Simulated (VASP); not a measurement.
Here is a VASP 6.6.1 calculation.

File POSCAR:

```
Ga
1.0
    2.7597743949      0.0000000000      0.0000000000
    0.0000000000      3.2595839063      0.0000000000
   -1.3344145108      0.0000000000      3.9634920125
Ga
2
Direct
    0.1345962700      0.7500000000      0.7701668300
    0.8654037300      0.2500000000      0.2298331700
```

The input INCAR.step1:

```
ALGO = Normal
EDIFF = 1E-4
ENCUT = 520
GGA = PE
ISMEAR = -1
LASPH = T
LCHARG = F
LREAL = F
LWAVE = T
NBANDS = 20
NELM = 80
PREC = Accurate
SIGMA = 0.05
```

The input INCAR.step2:

```
ALGO = Normal
EDIFF = 1E-6
ENCUT = 520
ISIF = 2
ISMEAR = -1
ISTART = 1
LASPH = T
LCHARG = F
LMIXTAU = T
LREAL = F
LWAVE = F
METAGGA = R2SCAN
NBANDS = 20
NELM = 80
PREC = Accurate
SIGMA = 0.05
```

Contents of KPOINTS:

```
k-points
0
Gamma
  10 8 7
```

Potentials or basis: VASP PAW PBE potentials, release 64 (Ga_d).

Command:

```console
$ cat potpaw_PBE.64/Ga_d/POTCAR > POTCAR
$ cp INCAR.step1 INCAR
$ mpirun -np 1 vasp_std > vasp.out
$ cp INCAR.step2 INCAR
$ mpirun -np 1 vasp_std > vasp.out
```

(1) Predict the pressure.

(2) Predict the largest force.

(3) What does it give for the band gap on the k mesh?

Answers

(1) 1.2 GPa.

(2) 0.068 eV/Å.

(3) zero (band 13 reaches 10.35 eV, above the bottom of band 14 at 1.51 eV).

Caveat: the PAW data sets were made with another functional, which shifts forces and pressure a little.
